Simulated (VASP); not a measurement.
The system is AlFe3.

```xyz
4
Lattice="3.6393 0.0000 0.0000 0.0000 3.6393 0.0000 0.0000 0.0000 3.6393" Properties=species:S:1:pos:R:3 pbc="T T T"
Al    0.0000    0.0000    0.0000
Fe    0.0000    1.8196    1.8196
Fe    1.8196    0.0000    1.8196
Fe    1.8196    1.8196    0.0000
```

```yaml
Program: VASP 6.6.1
Task: relaxation of cell and atoms
Functional: LDA
Potentials_or_basis: VASP PAW LDA potentials, release 64 (Al, Fe)
Cutoff: 600 eV
k_mesh: 6 × 6 × 6
Occupations: fermi-dirac, width 0.05 eV
Spin: collinear spin, ferromagnetic start
Starting_moments: "[0.0, 3.5, 3.5, 3.5] μB"
```

At the start: pressure -13.2 GPa; volume 12.05 Å³/atom.

**Question.** Where does the relaxation end?

**Answer.** Over 4 steps the energy falls by 42.8 meV/atom and the volume is 11.03 Å³/atom (-8.5 %); space group Pm-3m (No. 221, to 0.1 Å) before and after; moment 5.68 μB per cell.

Step by step:
```csv
step,energy change (eV),largest force (eV/Å),pressure (GPa),volume (Å³)
1,0.0000,0.0000,-13.22,48.20
2,-0.0841,0.0000,11.63,41.59
3,-0.1709,0.0000,-0.50,44.22
4,-0.1711,0.0000,0.00,44.10
```

Final structure:
```xyz
4
Lattice="3.5331 0.0000 0.0000 0.0000 3.5331 0.0000 0.0000 0.0000 3.5331" Properties=species:S:1:pos:R:3 pbc="T T T"
Al    0.0000    0.0000    0.0000
Fe    0.0000    1.7665    1.7665
Fe    1.7665    0.0000    1.7665
Fe    1.7665    1.7665    0.0000
```
